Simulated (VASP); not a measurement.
# CdS (zincblende type) (F-43m) in VASP: notebook

Runs on CdS (zincblende type). Level: PBE. Tasks: single point.

Everything below comes from runs of VASP 6.6.1. Logs are shortened: lines on timing, memory, paths and dates and some standing lists are left out, and cuts for length are marked.

## Step 1: The cell of the first run

The structure is cubic, space group F-43m (No. 216). Conventional cell: a = 5.150 Å, b = 5.150 Å, c = 5.150 Å, α = 90.00°, β = 90.00°, γ = 90.00°. Cd (site symmetry -43m) has 4 S at 2.23 Å within 2.9 Å. S (site symmetry -43m) has 4 Cd at 2.23 Å within 2.9 Å.

## Step 2: Single point, PBE

Input file INCAR:

```
SYSTEM = CdS
  PREC = Accurate
  ENCUT = 520
  EDIFF = 1E-7
  ISMEAR = -1
  SIGMA = 0.08
  LREAL = .False.
  LASPH = .True.
  NELM = 60
  ALGO = Normal
  ISIF = 2
  LWAVE = .False.
  LCHARG = .False.
  GGA = PE
  NBANDS = 16
```

Input file KPOINTS:

```
regular mesh
0
Gamma
  13 13 13
  0 0 0
```

Input file POSCAR:

```
CdS
1.0
    0.0000000000      2.5748059087      2.5748059087
    2.5748059087      0.0000000000      2.5748059087
    2.5748059087      2.5748059087      0.0000000000
Cd S
1 1
Direct
    0.0000000000      0.0000000000      0.0000000000
    0.2500000000      0.2500000000      0.2500000000
```

Potentials or basis: VASP PAW PBE potentials, release 64 (Cd, S).

Launch:

```
cat potpaw_PBE.64/Cd/POTCAR potpaw_PBE.64/S/POTCAR > POTCAR
mpirun -np 1 vasp_std > vasp.out
```

OUTCAR:

```text
SYSTEM = CdS
   PREC = Accurate
   ENCUT = 520
   EDIFF = 1E-7
   ISMEAR = -1
   LREAL = .False.
   LASPH = .True.
   NELM = 60
   ISIF = 2
   GGA = PE

 ion  position               nearest neighbor table
   1  0.000  0.000  0.000-   2 2.23   2 2.23   2 2.23   2 2.23
   2  0.250  0.250  0.250-   1 2.23   1 2.23   1 2.23   1 2.23

  LATTYP: Found a face centered cubic cell.
 ALAT       =     5.1496118174

  Lattice vectors:

 A1 = (   0.0000000000,   2.5748059087,   2.5748059087)
 A2 = (   2.5748059087,   0.0000000000,   2.5748059087)
 A3 = (   2.5748059087,   2.5748059087,   0.0000000000)

Analysis of symmetry for initial positions (statically):
=====================================================================
 Subroutine PRICEL returns:
 Original cell was already a primitive cell.

 Routine SETGRP: Setting up the symmetry group for a
 face centered cubic supercell.

 Subroutine GETGRP returns: Found 24 space group operations
 (whereof 24 operations were pure point group operations)
 out of a pool of 48 trial point group operations.

The static configuration has the point symmetry T_d .

Analysis of symmetry for dynamics (positions and initial velocities):
=====================================================================
 Subroutine PRICEL returns:
 Original cell was already a primitive cell.

 Routine SETGRP: Setting up the symmetry group for a
 face centered cubic supercell.

 Subroutine GETGRP returns: Found 24 space group operations
 (whereof 24 operations were pure point group operations)
 out of a pool of 48 trial point group operations.

The dynamic configuration has the point symmetry T_d .

 Subroutine INISYM returns: Found 24 space group operations
 (whereof 24 operations are pure point group operations),
 and found     1 'primitive' translations

----------------------------------------------------------------------------------------

                                     Primitive cell

  volume of cell :      34.1400

  direct lattice vectors                    reciprocal lattice vectors
     0.000000000  2.574805909  2.574805909    -0.194189394  0.194189394  0.194189394
     2.574805909  0.000000000  2.574805909     0.194189394 -0.194189394  0.194189394
     2.574805909  2.574805909  0.000000000     0.194189394  0.194189394 -0.194189394

  length of vectors
     3.641325437  3.641325437  3.641325437     0.336345897  0.336345897  0.336345897

  position of ions in fractional coordinates (direct lattice)
     0.000000000  0.000000000  0.000000000
     0.250000000  0.250000000  0.250000000

  ion indices of the primitive-cell ions
   primitive index   ion index
                 1           1
                 2           2

----------------------------------------------------------------------------------------

 KPOINTS: regular mesh

Automatic generation of k-mesh.
 Grid dimensions read from file:
 generate k-points for:   13   13   13

 Generating k-lattice:

  Cartesian coordinates                     Fractional coordinates (reciprocal lattice)
    -0.014937646  0.014937646  0.014937646     0.076923077  0.000000000  0.000000000
     0.014937646 -0.014937646  0.014937646     0.000000000  0.076923077  0.000000000
     0.014937646  0.014937646 -0.014937646     0.000000000  0.000000000  0.076923077

  Length of vectors
     0.025872761  0.025872761  0.025872761

  Shift w.r.t. Gamma in fractional coordinates (k-lattice)
     0.000000000  0.000000000  0.000000000

 Subroutine IBZKPT returns following result:
 ===========================================

 Found     84 irreducible k-points:

 Following reciprocal coordinates:
            Coordinates               Weight
  0.000000  0.000000  0.000000      1.000000
  0.076923  0.000000  0.000000      8.000000
  0.153846  0.000000  0.000000      8.000000
  0.230769  0.000000  0.000000      8.000000
  0.307692  0.000000  0.000000      8.000000
  0.384615  0.000000  0.000000      8.000000
[... 16 lines left out ...]
  0.384615  0.153846  0.000000     24.000000
  0.461538  0.153846  0.000000     24.000000
 [... further k-points ...]
   k-points           NKPTS =     84   k-points in BZ     NKDIM =     84   number of bands    NBANDS=     16
   number of dos      NEDOS =    301   number of ions     NIONS =      2
   total plane-waves  NPLWV =  21952
   dimension x,y,z NGX =    28 NGY =   28 NGZ =   28
   dimension x,y,z NGXF=    56 NGYF=   56 NGZF=   56
   ions per type =               1   1
   NGX,Y,Z   is equivalent  to a cutoff of  12.78, 12.78, 12.78 a.u.
   NGXF,Y,Z  is equivalent  to a cutoff of  25.57, 25.57, 25.57 a.u.
 SYSTEM =  CdS
   PREC   = accura    normal or accurate (medium, high low for compatibility)
   ISTART =      0    job   : 0-new  1-cont  2-samecut
   ICHARG =      2    charge: 1-file 2-atom 10-const
   ISPIN  =      1    spin polarized calculation?
   LNONCOLLINEAR =      F non collinear calculations
   LSORBIT =      F    spin-orbit coupling
   LASPH  =      T    aspherical Exc in radial PAW
   ENCUT  =  520.0 eV  38.22 Ry    6.18 a.u.   6.77  6.77  6.77*2*pi/ulx,y,z
   NELM   =     60;   NELMIN=  2; NELMDL= -5     # of ELM steps
   EDIFF  = 0.1E-06   stopping-criterion for ELM
   LREAL  =      F    real-space projection
   EDIFFG = 0.1E-05   stopping-criterion for IOM
   NSW    =      0    number of steps for IOM
   IBRION =     -1    ionic relax: 0-MD 1-quasi-New 2-CG
   NFREE  =      0    steps in history (QN), initial steepest desc. (CG)
   ISIF   =      2    stress and relaxation
   ISYM   =      2    0-nonsym 1-usesym 2-fastsym
   POTIM  = 0.5000    time-step for ionic-motion
   TEBEG  =    0.0;   TEEND  =   0.0 temperature during run
   PSTRESS=    0.0 pullay stress
   NELECT =      18.0000    total number of electrons
   NUPDOWN=      -1.0000    fix difference up-down
   EMIN   =  10.00;   EMAX   =-10.00  energy-range for DOS
   EFERMI =   0.00;   METHOD = LEGACY
   ISMEAR =    -1;   SIGMA  =   0.08  broadening in eV -4-tet -1-fermi 0-gaus
   EFERMI_NEDOS =   21; number of points for ismear=-14 and -15
   IALGO  =     38    algorithm
   IMIX   =      4    mixing-type and parameters
     AMIX     =   0.40;   BMIX     =  1.00
     AMIX_MAG =   1.60;   BMIX_MAG =  1.00
  volume/ion in A,a.u.               =      17.07       115.19
  Fermi-wavevector in a.u.,A,eV,Ry     =   1.322547  2.499252 23.798372  1.749131
  Thomas-Fermi vector in A             =   2.452220
   LORBIT       =      0    0 simple, 1 ext, 2 COOP (PROOUT), +10 PAW based schemes
   GGA     = PE    functional components
   LHFCALC =     F    Hartree Fock is set to
   AEXX    =    0.0000 exact exchange contribution
   IVDW    =     0    specifies the selected vdW correction
   LEPSILON=     F    determine dielectric tensor
   LRPA    =     F    only Hartree local field effects (RPA)
 non-spin polarized calculation
  energy-cutoff  :      520.00
  volume of cell :       34.14
 maximum number of plane-waves:       941
   NGX = 13   NGY = 13   NGZ = 13

 number of electron      18.0000005 magnetization

 Free energy of the ion-electron system (eV)
  ---------------------------------------------------
  ext. energy  EPLUGINS =         0.00000000
  ---------------------------------------------------
  free energy    TOTEN  =        -3.82806642 eV

  energy without entropy =       -3.82806634  energy(sigma->0) =       -3.82806638

 E-fermi :   6.4860     XC(G=0): -11.0300

 val. band max:        5.4890253850   @ k =   0.0000   0.0000   0.0000
 cond. band min:       7.2918388230   @ k =   0.0000   0.0000   0.0000
 fundamental gap:      1.8028134379
 Fermi energy:         6.4860491391

 k-point     1 :       0.0000    0.0000    0.0000
  band No.  band energies     occupation
      1     -10.0469      2.00000
      2      -4.6353      2.00000
      3      -4.6353      2.00000
      4      -4.6353      2.00000
      5      -3.4646      2.00000
      6      -3.4646      2.00000
[... 8 lines left out ...]
     15      17.3240      0.00000
     16      18.6691      0.00000

 k-point     2 :       0.0769    0.0000    0.0000
  band No.  band energies     occupation
      1      -9.9975      2.00000
      2      -4.6180      2.00000
      3      -4.6149      2.00000
      4      -4.6149      2.00000
      5      -3.4672      2.00000
      6      -3.4672      2.00000
[... 8 lines left out ...]
     15      16.9126      0.00000
     16      18.6674      0.00000

 k-point     3 :       0.1538    0.0000    0.0000
  band No.  band energies     occupation
      1      -9.8597      2.00000
      2      -4.5605      2.00000
      3      -4.5605      2.00000
      4      -4.5503      2.00000
      5      -3.4705      2.00000
      6      -3.4705      2.00000
[... 8 lines left out ...]
     15      16.3533      0.00000
     16      18.2112      0.00000

 k-point     4 :       0.2308    0.0000    0.0000
  band No.  band energies     occupation
      1      -9.6636      2.00000
      2      -4.4905      2.00000
      3      -4.4905      2.00000
      4      -4.3889      2.00000
      5      -3.4629      2.00000
      6      -3.4629      2.00000
[... 8 lines left out ...]
     15      16.2081      0.00000
     16      17.7327      0.00000

 k-point     5 :       0.3077    0.0000    0.0000
  band No.  band energies     occupation
      1      -9.4556      2.00000
      2      -4.4279      2.00000
      3      -4.4279      2.00000
      4      -4.0759      2.00000
      5      -3.4355      2.00000
      6      -3.4355      2.00000
[... 8 lines left out ...]
     15      16.6589      0.00000
     16      17.4951      0.00000

 k-point     6 :       0.3846    0.0000    0.0000
  band No.  band energies     occupation
      1      -9.2858      2.00000
      2      -4.3875      2.00000
      3      -4.3875      2.00000
      4      -3.5640      2.00000
      5      -3.3945      2.00000
      6      -3.3945      2.00000
[... 8 lines left out ...]
     15      17.5438      0.00000
     16      17.5976      0.00000
[... 267 lines left out ...]
 k-point    21 :       0.2308    0.1538    0.0000
  band No.  band energies     occupation
      1      -9.6506      2.00000
      2      -4.5639      2.00000
      3      -4.4099      2.00000
      4      -4.3964      2.00000
      5      -3.5532      2.00000
      6      -3.3879      2.00000
[... 8 lines left out ...]
     15      17.2811      0.00000
     16      19.9812      0.00000

 k-point    22 :       0.3077    0.1538    0.0000
  band No.  band energies     occupation
      1      -9.4663      2.00000
      2      -4.4725      2.00000
      3      -4.3320      2.00000
      4      -4.2390      2.00000
      5      -3.5190      2.00000
      6      -3.3624      2.00000
[... 8 lines left out ...]
     15      17.4413      0.00000
     16      19.5046      0.00000

 k-point    23 :       0.3846    0.1538    0.0000
  band No.  band energies     occupation
      1      -9.2892      2.00000
      2      -4.3969      2.00000
      3      -4.2760      2.00000
      4      -3.9752      2.00000
      5      -3.3766      2.00000
      6      -3.3391      2.00000
[... 8 lines left out ...]
     15      18.0311      0.00000
     16      19.3496      0.00000

 k-point    24 :       0.4615    0.1538    0.0000
  band No.  band energies     occupation
      1      -9.1609      2.00000
      2      -4.3604      2.00000
      3      -4.2493      2.00000
      4      -3.7022      2.00000
      5      -3.3344      2.00000
      6      -3.0042      2.00000
[... 8 lines left out ...]
     15      18.6122      0.00000
     16      19.6061      0.00000

 [... further k-points ...]
[... 5 lines left out ...]
  --------------------------------------------------------------------------------------
  -------------------------------------------------------------------------------------
  Total       12.9306930     12.9306930     12.9306930     -0.0000000     -0.0000000     -0.0000000
  in kB      606.8325877    606.8325877    606.8325877     -0.0000000     -0.0000000     -0.0000000
  external PRESSURE =     606.8325877 kB  Pullay stress =       0.0000000 kB

 VOLUME and BASIS-vectors are now :
 -----------------------------------------------------------------------------
  energy-cutoff  :      520.00
  volume of cell :       34.14
      direct lattice vectors                 reciprocal lattice vectors
     0.000000000  2.574805909  2.574805909    -0.194189394  0.194189394  0.194189394
     2.574805909  0.000000000  2.574805909     0.194189394 -0.194189394  0.194189394
     2.574805909  2.574805909  0.000000000     0.194189394  0.194189394 -0.194189394

 POSITION                                       TOTAL-FORCE (eV/Angst)
 -----------------------------------------------------------------------------------
      0.00000      0.00000      0.00000        -0.000000     -0.000000     -0.000000
      1.28740      1.28740      1.28740         0.000000      0.000000      0.000000
 -----------------------------------------------------------------------------------
    total drift:                                0.000000      0.000000      0.000000

  FREE ENERGIE OF THE ION-ELECTRON SYSTEM (eV)
  ---------------------------------------------------
  free  energy   TOTEN  =        -3.8280664188 eV

  energy  without entropy=       -3.8280663353  energy(sigma->0) =       -3.82806638
```

Wall time 46 s (1 thread of Intel Xeon Platinum 8488C (Sapphire Rapids), shared host); peak memory 0.18 GiB.

What came out:

| Quantity | Value |
| --- | --- |
| Free energy | -3.8281 eV |
| Pressure | 60.7 GPa |
| Band gap on the k mesh | 1.80 eV, direct |

Levels at points of the mesh, in eV from the valence-band top:
| k point | band 5 | band 6 | band 7 | band 8 | band 9 | band 10 | band 11 | band 12 | band 13 | band 14 |
| --- | --- | --- | --- | --- | --- | --- | --- | --- | --- | --- |
| (0.00, 0.00, 0.00) | -8.95 | -8.95 | 0.00 | 0.00 | 0.00 | 1.80 | 6.03 | 6.03 | 6.03 | 11.84 |

## Step 3: Single point, PBE

Input file INCAR:

```
PREC = Accurate
ENCUT = 520
EDIFF = 1E-7
ISMEAR = -1
SIGMA = 0.08
LREAL = False
LASPH = True
NELM = 100
ALGO = Normal
ISIF = 2
LWAVE = False
LCHARG = False
GGA = PE
NBANDS = 16
```

Input file KPOINTS:

```
regular mesh
0
Gamma
  13 13 13
```

POSCAR is that of step 2.

Potentials or basis: VASP PAW PBE potentials, release 64 (Cd, S).

Launch:

```
cat potpaw_PBE.64/Cd/POTCAR potpaw_PBE.64/S/POTCAR > POTCAR
mpirun -np 1 vasp_std > vasp.out
```

Run time: 49 s. Hardware: 1 thread of Intel Xeon Platinum 8488C (Sapphire Rapids), shared host; peak memory 0.18 GiB.

The run converged. Its results:

```yaml
Free_energy: -3.8281 eV
Pressure: 60.7 GPa
Band_gap_on_the_k_mesh: 1.80 eV, direct
```

Levels at points of the mesh, in eV from the valence-band top:
| k point | band 5 | band 6 | band 7 | band 8 | band 9 | band 10 | band 11 | band 12 | band 13 | band 14 |
| --- | --- | --- | --- | --- | --- | --- | --- | --- | --- | --- |
| (0.00, 0.00, 0.00) | -8.95 | -8.95 | 0.00 | 0.00 | 0.00 | 1.80 | 6.03 | 6.03 | 6.03 | 11.84 |

A k mesh can miss the band edges.
